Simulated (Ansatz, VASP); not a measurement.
## Two plane-wave programs on Ru

Contents of INCAR:

```
SYSTEM = Ru
  PREC = Accurate
  ENCUT = 500
  EDIFF = 1E-6
  ISMEAR = 0
  SIGMA = 0.15
  LREAL = .False.
  LASPH = .True.
  NELM = 120
  ALGO = Normal
  ISIF = 2
  LWAVE = .False.
  LCHARG = .True.
  GGA = PE
  LELF = .True.
  LVHAR = .True.
  NBANDS = 21
  GGA_COMPAT = .False.
```

Contents of KPOINTS:

```
regular mesh
0
Gamma
  24 24 12
  0 0 0
```

Contents of POSCAR:

```
Ru
1.0
    2.7057993342      0.0000000000      0.0000000000
   -1.3528996671      2.3432909610      0.0000000000
    0.0000000000      0.0000000000      4.4103570000
Ru
2
Direct
    0.3333333333      0.6666666667      0.2500000000
    0.6666666667      0.3333333333      0.7500000000
```

Input for Ansatz:

```yaml
crystal:
  lattice:
    - [2.7057993342, 0.0, 0.0]
    - [-1.3528996671, 2.343290961, 0.0]
    - [0.0, 0.0, 4.410357]
  atoms:
    - { symbol: Ru, position: [0.3333333333, 0.6666666667, 0.25] }
    - { symbol: Ru, position: [0.6666666667, 0.3333333333, 0.75] }
basis:
  ecutwfc: 420
kpoints:
  mp_grid: { grid: [24, 24, 12] }
hamiltonian:
  xc: pbe
scf:
  occupations: { method: gaussian, width: 0.15 }
output:
  forces: true
  stress: true
  eigenvalues: true
```

Change from the starting cell: strain +0.000 along x and y, +0.030 along z, atoms carried along.

Alike in both runs: task single point; functional PBE; k mesh 24 × 24 × 12; occupations gaussian, width 0.15 eV; no spin polarisation.

|  | VASP | Ansatz |
| --- | --- | --- |
| version | VASP 6.6.1 | Ansatz 0.2.0 |
| potentials or method | VASP PAW PBE potentials, release 64 (Ru_pv), cutoff 500 eV | scalar-relativistic, plane waves, PAW |
| valence electrons in the cell | 28 | 32 |

Ansatz gave:

| Item | Value |
| --- | --- |
| gap on the k mesh at the Fermi level (eV) | none |
| pressure (GPa) | -4.6 |
| traceless stress, the component that is largest in VASP (GPa) | -9.48 |

Estimate VASP's values.

gap on the k mesh at the Fermi level (eV): none; pressure (GPa): -4.7; traceless stress, the component that is largest in VASP (GPa): -9.46.

A gap of «none» marks a metal or a gap that the smearing closes. With one functional, cell and mesh, what is left measures potentials, basis and numerics. VASP's potentials hold 28 valence electrons a cell and Ansatz's 32, so a difference there can come from the potentials and not from the codes.
